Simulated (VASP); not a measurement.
Input of a VASP 6.6.1 run:

The input POSCAR:

```
NaCl
1.0
    3.4874955827      0.0000000000      0.0000000000
    0.0000000000      3.4874955827      0.0000000000
    0.0000000000      0.0000000000      3.4874955827
Cl Na
1 1
Direct
    0.5000000000      0.5000000000      0.5000000000
    0.0000000000      0.0000000000      0.0000000000
```

Contents of INCAR.step1:

```
ALGO = Normal
EDIFF = 1E-5
ENCUT = 520
GGA = PE
ISIF = 2
ISMEAR = -1
LASPH = True
LCHARG = False
LREAL = False
LWAVE = True
NBANDS = 14
NELM = 80
PREC = Accurate
SIGMA = 0.05
```

Contents of INCAR.step2:

```
AEXX = 0.25
ALGO = Normal
EDIFF = 1E-7
ENCUT = 520
GGA = PE
HFSCREEN = 0.3
ISIF = 2
ISMEAR = -1
ISTART = 1
LASPH = True
LCHARG = False
LHFCALC = True
LREAL = False
LWAVE = False
NBANDS = 14
NELM = 80
PREC = Accurate
PRECFOCK = Normal
SIGMA = 0.05
```

The input KPOINTS:

```
k-points
0
Gamma
  4 4 4
```

Potentials or basis: VASP PAW PBE potentials, release 64 (Cl, Na_pv).

Run with:

```bash
$ cat potpaw_PBE.64/Cl/POTCAR potpaw_PBE.64/Na_pv/POTCAR > POTCAR
$ cp INCAR.step1 INCAR
$ mpirun -np 1 vasp_std > vasp.out
$ cp INCAR.step2 INCAR
$ mpirun -np 1 vasp_std > vasp.out
```

(1) What does it give for the band gap on the k mesh?

(2) What does it give for the pressure?

Results:

(1) 5.09 eV, indirect (least direct gap 5.63 eV).

(2) 0.0 GPa.

Caveat: the k points lie up to 0.45 Å⁻¹ apart; the PAW data sets were made with another functional, which shifts forces and pressure a little.
